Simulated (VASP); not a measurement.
Here is a VASP 6.6.1 calculation.

INCAR

```
PREC     = Accurate       # precision mode
ENCUT    = 520            # plane-wave cutoff, eV
EDIFF    = 1E-6           # SCF threshold, eV
ISMEAR   = 0              # smearing method
SIGMA    = 0.1            # smearing width, eV
LREAL    = False          # projectors in reciprocal space
LASPH    = True           # aspherical terms in the spheres
NELM     = 150            # most SCF steps
ALGO     = Normal         # electronic algorithm
ISIF     = 2              # what is computed and relaxed
LWAVE    = False          # write WAVECAR
LCHARG   = True           # write CHGCAR
ISPIN    = 2              # spin polarisation
MAGMOM   = 3 3 3          # initial moments
LORBIT   = 11             # projections on sites
LMAXMIX  = 4              # l up to which the mixer works
GGA      = PE             # functional
LELF     = True           # ELF
LVHAR    = True         
NBANDS   = 29             # bands
```

File KPOINTS:

```
regular mesh
0
Gamma
  6 6 6
```

The input POSCAR:

```
Cr
1.0
    4.1876233620      0.0000000000      0.0000000000
   -2.0938116810      3.6265882130      0.0000000000
    0.0000000000      0.0000000000      2.8255889699
Cr
3
Direct
    0.0000000000      0.0000000000      0.0000000000
    0.3333333300      0.6666666700      0.5000000000
    0.6666666700      0.3333333300      0.5000000000
```

Potentials or basis: VASP PAW PBE potentials, release 64 (Cr_pv).

The run is started by

```bash
$ cat potpaw_PBE.64/Cr_pv/POTCAR > POTCAR
$ mpirun -np 1 vasp_std > vasp.out
```

(1) Estimate the net moment.

(2) Predict the pressure.

(3) Estimate the site moments.

Results:

(1) 2.84 μB per cell.

(2) -20.0 GPa.

(3) Cr +2.48, +0.06 μB.

Caveat: the k points lie up to 0.37 Å⁻¹ apart; the cell differs from its parent crystal (Ti replaced by Cr, lengths x 0.921, strained).
